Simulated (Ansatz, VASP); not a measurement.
## One calculation of FeB3Pt, two programs

```
Fe B Pt
1.0
     4.11672    0.00000    0.00000
    -2.05836    3.56518    0.00000
     0.00000    0.00000    5.08890
Fe B Pt
1 3 1
Direct
  0.00000 0.00000 0.00000
  0.50000 0.00000 0.50000
  0.00000 0.50000 0.50000
  0.50000 0.50000 0.50000
  0.00000 0.00000 0.50000
```

Alike in both runs: functional PBE; k mesh 12 × 12 × 8; occupations gaussian, width 0.1 eV; collinear spin.

Ansatz relaxed the structure, and its values are those at the end. VASP's run is a single point on that final structure, the one shown.

```csv
,VASP,Ansatz
version,VASP 6.6.1,Ansatz 0.2.0
potentials or method,"VASP PAW PBE potentials, release 64 (Fe, B, Pt), cutoff 520 eV","scalar-relativistic, plane waves, PAW"
valence electrons in the cell,27,43
```

VASP gave:

| Property | Result |
| --- | --- |
| gap on the k mesh at the Fermi level (eV) | none |
| pressure (GPa) | -0.1 |
| net moment per atom (μB) | 0.59 |
| size of the moment on the site where the two differ most (μB) | 3.10 |

Task: Which values does Ansatz return?

Result: gap on the k mesh at the Fermi level (eV): none; pressure (GPa): 0.0; net moment per atom (μB): 0.59; size of the moment on the site where the two differ most (μB): 3.06.

Site moments also hang on the region over which each program counts them. A gap of «none» marks a metal or a gap that the smearing closes. The functional is the same, so the differences come from potentials, cutoffs and numerics. VASP's potentials hold 27 valence electrons a cell and Ansatz's 43, so a difference there can come from the potentials and not from the codes.

Spin-orbit coupling is off throughout.
